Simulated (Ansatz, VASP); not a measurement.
One calculation of LiCl, two programs

```xyz
10
Lattice="3.6112 0.0000 0.0000 -1.8056 3.1274 0.0000 0.0000 0.0000 15.4884" Properties=species:S:1:pos:R:3 pbc="T T T"
Li    0.0000    0.0000   -0.1140
Li    0.0000    2.0849    3.0133
Li    0.0000    0.0000    6.2797
Li    0.0000    2.0849    9.4070
Li    1.8056    1.0425   12.3907
Cl    1.8056    1.0425    1.3797
Cl    1.8056    1.0425    4.6465
Cl    1.8056    1.0425    7.9133
Cl    0.0000    0.0000   10.8985
Cl    0.0000    2.0849   13.8830
```

Alike in both runs: functional PBE; k mesh 9 × 9 × 3; occupations gaussian, width 0.02 eV; no spin polarisation.

Ansatz relaxed the structure, and its values are those at the end. VASP's run is a single point on that final structure, the one shown.

```csv
,VASP,Ansatz
version,VASP 6.6.1,Ansatz 0.2.0
potentials or method,"VASP PAW PBE potentials, release 64 (Li_sv, Cl), cutoff 520 eV","scalar-relativistic, plane waves, PAW"
valence electrons in the cell,50,50
```

VASP gave:

* gap on the k mesh at the Fermi level (eV): 5.67
* least direct gap on the mesh (eV): 5.67

Problem. Estimate Ansatz's values.

Solution. gap on the k mesh at the Fermi level (eV): 5.66; least direct gap on the mesh (eV): 5.66.

The functional is the same, so the differences come from potentials, cutoffs and numerics.

Noted on VASP's run: the cutoff is short for stress, so the pressure is rough.
